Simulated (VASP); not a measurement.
Input of a VASP 6.6.1 run:

Contents of INCAR:

```
PREC = Accurate
ENCUT = 520
EDIFF = 1E-6
ISMEAR = -1
SIGMA = 0.1
LREAL = False
LASPH = True
NELM = 100
ALGO = Normal
ISIF = 2
LWAVE = False
LCHARG = False
GGA = CA
NBANDS = 30
```

KPOINTS

```
Automatic mesh
0
Gamma
  4 4 4
```

The input POSCAR:

```
Sb
1.0
    5.9398638132      0.0000000000      0.0000000000
    0.0000000000      5.9398638132      0.0000000000
    0.0000000000      0.0000000000      5.9398638132
Sb
8
Direct
    1.0000000000      1.0000000000      0.0000000000
    0.5000000000      0.5000000000      0.5000000000
    0.2500000000      1.0000000000      0.5000000000
    0.7500000000      1.0000000000      0.5000000000
    0.5000000000      0.2500000000      0.0000000000
    0.5000000000      0.7500000000      0.0000000000
    0.0000000000      0.5000000000      0.2500000000
    0.0000000000      0.5000000000      0.7500000000
```

Potentials or basis: VASP PAW LDA potentials, release 64 (Sb).

Launch:

```console
$ cat potpaw_LDA.64/Sb/POTCAR > POTCAR
$ mpirun -np 1 vasp_std > vasp.out
```

Task: What does it give for the pressure?

Result: 0.1 GPa.

Task: What does it give for the band gap on the k mesh?

Result: Zero (band 20 reaches 8.87 eV, above the bottom of band 21 at 8.66 eV).

Caveat: spin-orbit coupling is left out, which moves the levels of the heavy elements.
